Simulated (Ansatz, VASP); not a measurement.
# Two plane-wave programs on MgO

```
Mg O
1.0
     2.69558    0.00000    0.00000
     0.00000    2.69558    0.00000
     0.00000    0.00000    2.69558
Mg O
1 1
Direct
  0.00000 0.00000 0.00000
  0.50000 0.50000 0.50000
```

Alike in both runs: task single point; functional PBE; k mesh 14 × 14 × 14; occupations gaussian, width 0.05 eV; no spin polarisation.

|  | VASP | Ansatz |
| --- | --- | --- |
| version | VASP 6.6.1 | Ansatz 0.2.0 |
| potentials or method | VASP PAW PBE potentials, release 64 (Mg, O), cutoff 520 eV | scalar-relativistic, plane waves, PAW |
| valence electrons in the cell | 8 | 16 |

VASP gave:

| Quantity | Value |
| --- | --- |
| gap on the k mesh at the Fermi level (eV) | 1.91 |
| least direct gap on the mesh (eV) | 2.84 |
| pressure (GPa) | -5.8 |

Q: What did Ansatz give for the same quantities?

A: gap on the k mesh at the Fermi level (eV): 1.93; least direct gap on the mesh (eV): 2.86; pressure (GPa): -5.1.

With one functional, cell and mesh, what is left measures potentials, basis and numerics. VASP's potentials hold 8 valence electrons a cell and Ansatz's 16, so a difference there can come from the potentials and not from the codes.
